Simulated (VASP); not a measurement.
Here is a VASP 6.6.1 calculation.

The input INCAR:

```
ALGO = Normal ; EDIFF = 1E-8
ENCUT = 520 ; GGA = PS
IBRION = 8 ; ISIF = 2
ISMEAR = -1 ; LASPH = T
LCHARG = F ; LREAL = F
LWAVE = F ; NBANDS = 16
NELM = 100 ; NSW = 1
PREC = Accurate ; SIGMA = 0.15
```

File KPOINTS:

```
k-points
0
Gamma
  14 14 14
```

The input POSCAR:

```
AlRu
1.0
    2.8958736107      0.0000000000      0.0000000000
    0.0000000000      2.8958736107      0.0000000000
    0.0000000000      0.0000000000      2.8958736107
Al Ru
1 1
Direct
    0.0000000000      0.0000000000      0.0000000000
    0.5000000000      0.5000000000      0.5000000000
```

Potentials or basis: VASP PAW PBE potentials, release 64 (Al, Ru_pv).

The run is started by

```bash
$ cat potpaw_PBE.64/Al/POTCAR potpaw_PBE.64/Ru_pv/POTCAR > POTCAR
$ mpirun -np 1 vasp_std > vasp.out
```

Q: Estimate the highest phonon frequency at Γ.

A: 375 cm⁻¹.

Phonon frequencies in cm⁻¹ (negative: imaginary):
```csv
q point,frequencies
"(0.000, 0.000, 0.000)",0 0 0 375 375 375
```

Caveat: the cell stands under pressure or tension, which shifts response properties.
